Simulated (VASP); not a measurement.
Input of a VASP 6.6.1 run:

INCAR

```
  PREC = Accurate
  ENCUT = 520
  EDIFF = 1E-7
  ISMEAR = -1
  SIGMA = 0.05
  LREAL = Auto
  LASPH = True
  NELM = 60
  ALGO = Normal
  ISIF = 2
  LWAVE = False
  LCHARG = True
  GGA = PE
  LELF = True
  LVHAR = True
  NBANDS = 48
```

File KPOINTS:

```
regular mesh
0
Gamma
  2 2 2
```

POSCAR

```
Si
1.0
    0.0000000000      5.4300000000      5.4300000000
    5.4300000000      0.0000000000      5.4300000000
    5.4300000000      5.4300000000      0.0000000000
Si
17
Direct
    0.0103834254     -0.0036920810     -0.0020145488
    0.1238869245      0.1177222836      0.1349296501
    0.0039660221     -0.0137142726      0.5067689687
    0.1454645488      0.1185221915      0.6196503683
   -0.0079646409      0.4913535912      0.0264222836
    0.1246143646      0.6243451197      0.1344434622
    0.0044594843      0.5040701657      0.5063290976
    0.1165667587      0.6158426335      0.6527704420
    0.4957610497     -0.0049354512     -0.0006768877
    0.6372829650      0.1371199816      0.0886720994
    0.5131738490      0.0132611418      0.4598900552
    0.6172104052      0.1159059853      0.6208330571
    0.4965657459      0.5101440147     -0.0015878453
    0.6184222836      0.6232821363      0.1351775322
    0.4870873849      0.5032584715      0.5069516575
    0.6188842541      0.6455894107      0.6200693370
    0.7672833333      0.2677770718      0.6959402394
```

Potentials or basis: VASP PAW PBE potentials, release 64 (Si).

Command:

```bash
$ cat potpaw_PBE.64/Si/POTCAR > POTCAR
$ mpirun -np 1 vasp_std > vasp.out
```

(1) Estimate the band gap on the k mesh.

(2) What does it give for the largest force?

(3) What does it give for the pressure?

Answers

(1) zero (band 34 reaches 6.90 eV, above the bottom of band 35 at 6.76 eV).

(2) 0.312 eV/Å.

(3) 5.0 GPa.

Caveat: the k points lie up to 0.50 Å⁻¹ apart.
